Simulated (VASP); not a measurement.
Write the native input for VASP 6.6.1 that does the following.

```yaml
Task: single point
Functional: r2SCAN
Potentials_or_basis: VASP PAW PBE potentials, release 64 (Na_pv, Au, S)
Cutoff: 520 eV
k_mesh: 6 × 6 × 4
Occupations: fermi-dirac, width 0.0606 eV
Spin: no spin polarisation
Dipole_correction: no
Further_INCAR_settings: ALGO = Normal; EDIFF = 1e-07; NBANDS = 40
```

The system is NaAuS2.

```
CELL_PARAMETERS angstrom
4.38316 0.00000 0.00000
2.19158 -6.39820 0.00000
0.00000 0.00000 -6.39651
ATOMIC_POSITIONS crystal
Na 0.31200 0.37600 0.75000
Na 0.68800 0.62400 0.25000
Au 0.98400 0.03200 0.75000
Au 0.01600 0.96800 0.25000
S 0.11800 0.76400 0.00000
S 0.88200 0.23600 0.50000
S 0.88200 0.23600 0.00000
S 0.11800 0.76400 0.50000
```

These files were run (other wordings do the same):

POSCAR

```
NaAuS2
1.0
    4.3831580000      0.0000000000      0.0000000000
    2.1915790000     -6.3982010000      0.0000000000
    0.0000000000      0.0000000000     -6.3965130000
Na Au S
2 2 4
Direct
    0.3120000000      0.3760000000      0.7500000000
    0.6880000000      0.6240000000      0.2500000000
    0.9840000000      0.0320000000      0.7500000000
    0.0160000000      0.9680000000      0.2500000000
    0.1180000000      0.7640000000      0.0000000000
    0.8820000000      0.2360000000      0.5000000000
    0.8820000000      0.2360000000      0.0000000000
    0.1180000000      0.7640000000      0.5000000000
```

INCAR.step1

```
  PREC = Accurate
  ENCUT = 520
  ISMEAR = -1
  SIGMA = 0.0606
  LREAL = False
  LASPH = True
  NELM = 80
  NBANDS = 40
  GGA = PE
  ALGO = Normal
  EDIFF = 1E-4
  LWAVE = True
  LCHARG = False
```

INCAR.step2

```
  PREC = Accurate
  ENCUT = 520
  EDIFF = 1E-7
  ISMEAR = -1
  SIGMA = 0.0606
  LREAL = False
  LASPH = True
  NELM = 80
  ALGO = Normal
  ISIF = 2
  LWAVE = False
  LCHARG = False
  METAGGA = R2SCAN
  LMIXTAU = True
  NBANDS = 40
  ISTART = 1
```

KPOINTS

```
regular mesh
0
Gamma
  6 6 4
```

Potentials or basis: VASP PAW PBE potentials, release 64 (Na_pv, Au, S).

The run is started by

```bash
$ cat potpaw_PBE.64/Na_pv/POTCAR potpaw_PBE.64/Au/POTCAR potpaw_PBE.64/S/POTCAR > POTCAR
$ cp INCAR.step1 INCAR
$ mpirun -np 1 vasp_std > vasp.out
$ cp INCAR.step2 INCAR
$ mpirun -np 1 vasp_std > vasp.out
```

It gave:

```
Pressure               : 19.5 GPa
Largest force          : 7.979 eV/Å
Band gap on the k mesh : 0.62 eV (least direct gap 1.30 eV)
```

Caveat: the stress differs along the axes, from 2 to 34 GPa; the PAW data sets were made with another functional, which shifts forces and pressure a little; spin-orbit coupling is left out, which moves the levels of the heavy elements.

Run time: 11 min on 1 thread of Intel(R) Xeon(R) Platinum 8488C (Sapphire Rapids) (shared host), peak memory 0.47 GiB.
